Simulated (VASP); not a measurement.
A run of VASP 6.6.1:

File INCAR:

```
PREC     = Accurate       # precision mode
ENCUT    = 520            # plane-wave cutoff, eV
EDIFF    = 1E-7           # SCF threshold, eV
ISMEAR   = -1             # smearing method
SIGMA    = 0.02           # smearing width, eV
LREAL    = False          # projectors in reciprocal space
LASPH    = True           # aspherical terms in the spheres
NELM     = 60             # most SCF steps
ALGO     = Normal         # electronic algorithm
ISIF     = 2              # what is computed and relaxed
LWAVE    = False          # write WAVECAR
LCHARG   = False          # write CHGCAR
GGA      = PE             # functional
NBANDS   = 33             # bands
```

KPOINTS

```
Automatic mesh
0
Gamma
  6 6 10
```

Contents of POSCAR:

```
TiO2
1.0
    4.6435300777      0.0000000000      0.0000000000
    0.0000000000      4.6435300777      0.0000000000
    0.0000000000      0.0000000000      2.9636892916
Ti O
2 4
Direct
    0.0000000000      0.0000000000      0.0000000000
    0.5000000000      0.5000000000      0.5000000000
    0.3051201185      0.3051201185      0.0000000000
    0.1948798815      0.8051201185      0.5000000000
    0.6948798815      0.6948798815      0.0000000000
    0.8051201185      0.1948798815      0.5000000000
```

Potentials or basis: VASP PAW PBE potentials, release 64 (Ti_sv, O).

The run is started by

```bash
$ cat potpaw_PBE.64/Ti_sv/POTCAR potpaw_PBE.64/O/POTCAR > POTCAR
$ mpirun -np 1 vasp_std > vasp.out
```

Hardware: 1 thread of Intel(R) Xeon(R) Platinum 8375C CPU @ 2.90GHz (Ice Lake), with other jobs on the host.

Q: Estimate the wall time of this run.

A: Wall time 2.7 min on 1 thread of Intel(R) Xeon(R) Platinum 8375C CPU @ 2.90GHz (Ice Lake), on a shared host, peak memory 0.23 GiB. Counts: scf iterations 17, k points 60.
